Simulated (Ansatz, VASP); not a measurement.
One calculation of ZnSe, two programs

File INCAR:

```
  ALGO = Normal
  EDIFF = 1E-6
  ENCUT = 520
  GGA = CA
  ISIF = 2
  ISMEAR = 0
  LASPH = True
  LCHARG = False
  LREAL = False
  LWAVE = False
  NBANDS = 16
  NELM = 100
  PREC = Accurate
  SIGMA = 0.1
```

KPOINTS

```
k-points
0
Gamma
  6 6 6
```

File POSCAR:

```
ZnSe
1.0
    0.0000000000      2.8324425400      2.8324425400
    2.8324425400      0.0000000000      2.8324425400
    2.8324425400      2.8324425400      0.0000000000
Zn Se
1 1
Direct
    0.0000000000      0.0000000000      0.0000000000
    0.2500000000      0.2500000000      0.2500000000
```

Input for Ansatz:

```yaml
crystal:
  lattice:
    - [0.0, 2.83244254, 2.83244254]
    - [2.83244254, 0.0, 2.83244254]
    - [2.83244254, 2.83244254, 0.0]
  atoms:
    - { symbol: Zn, position: [0.0, 0.0, 0.0] }
    - { symbol: Se, position: [0.25, 0.25, 0.25] }
basis:
  ecutwfc: 600.0
kpoints:
  mp_grid: { grid: [6, 6, 6] }
hamiltonian:
  xc: lda
  pseudopotentials: { kind: paw, azcp: { folder: soft_1 } }
scf:
  occupations: { method: gaussian, width: 0.1 }
output:
  forces: true
  stress: true
  eigenvalues: true
```

Alike in both runs: task single point; functional LDA; k mesh 6 × 6 × 6; occupations gaussian, width 0.1 eV; no spin polarisation.

```csv
,VASP,Ansatz
version,VASP 6.6.1,Ansatz 0.2.0
potentials or method,"VASP PAW LDA potentials, release 64 (Zn, Se), cutoff 520 eV","scalar-relativistic, plane waves, PAW"
valence electrons in the cell,18,28
```

```tsv
	VASP	Ansatz	Ansatz less VASP
gap on the k mesh at the Fermi level (eV)	1.07	1.03	-0.040
least direct gap on the mesh (eV)	1.07	1.03	-0.040
pressure (GPa)	-3.0	-3.3	-0.32
```

Ansatz warns that its potentials were made for another functional, while VASP's fit it. LDA's correlation is that of Perdew and Zunger in VASP and of Perdew and Wang (1992) in Ansatz. VASP's potentials hold 18 valence electrons a cell and Ansatz's 28, so a difference there can come from the potentials and not from the codes.
